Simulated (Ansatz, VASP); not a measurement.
One calculation of YGeF5, two programs

```
Y Ge F
1.0
     0.00000    4.94967    4.94967
     4.94967    0.00000    4.94967
     4.94967    4.94967    0.00000
Y Ge F
1 1 5
Cartesian
  4.9497 4.9497 4.9497
  7.4245 7.4245 7.4245
  6.4260 8.4230 6.4260
  8.4230 8.4230 8.4230
  8.4230 6.4260 6.4260
  6.4260 6.4260 8.4230
  0.0000 0.0000 0.0000
```

Alike in both runs: functional PBE; k mesh 6 × 6 × 6; occupations gaussian, width 0.01 eV; no spin polarisation.

Ansatz relaxed the structure, and its values are those at the end. VASP's run is a single point on that final structure, the one shown.

```csv
,VASP,Ansatz
version,VASP 6.6.1,Ansatz 0.2.0
potentials or method,"VASP PAW PBE potentials, release 64 (Y_sv, Ge_d, F), cutoff 520 eV","scalar-relativistic, plane waves, PAW"
valence electrons in the cell,60,60
```

Ansatz gave:

* gap on the k mesh at the Fermi level (eV): 0.04
* least direct gap on the mesh (eV): 0.08
* pressure (GPa): 0.0
* rms of the force components (eV/Å): 0.000

**Question.** Which values does VASP return?

**Answer.** gap on the k mesh at the Fermi level (eV): 0.07; least direct gap on the mesh (eV): 0.13; pressure (GPa): 0.1; rms of the force components (eV/Å): 0.050.
